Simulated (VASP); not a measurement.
Runs of VASP 6.6.1 on ZrB. The structure is that of space group I4/mmm (No. 139), or close to it. The cells are those of the table. 

```csv
cell,gap on the mesh (eV),pressure (GPa)
"a = 3.587, b = 3.587, c = 2.929 Å, angles 65.9, 65.9, 48.2°, 2 atoms",none,(a)
"a = 3.221, b = 3.221, c = 3.471 Å, angles 57.4, 57.4, 65.2°, 2 atoms",none,(b)
"a = 3.494, b = 3.494, c = 3.013 Å, angles 64.5, 64.5, 51.1°, 2 atoms",none,51.4
"a = 3.203, b = 3.203, c = 3.572 Å, angles 56.1, 56.1, 67.8°, 2 atoms",none,45.6
"a = 3.418, b = 3.418, c = 3.094 Å, angles 63.1, 63.1, 53.8°, 2 atoms",none,43.3
```

Alike in all rows: task single point; level PBE; potentials or basis VASP PAW PBE potentials, release 64 (Zr_sv, B); no spin polarisation; k mesh 20 × 20 × 20; cutoff (eV) 520; smearing gaussian 0.15 eV.

Task: Estimate the missing entries.

Result: (a) 64.2; (b) 38.5.

A k mesh can miss the band edges, and the runs leave out spin-orbit coupling on Zr.

A gap of «none» marks levels without a gap at the run's occupations.
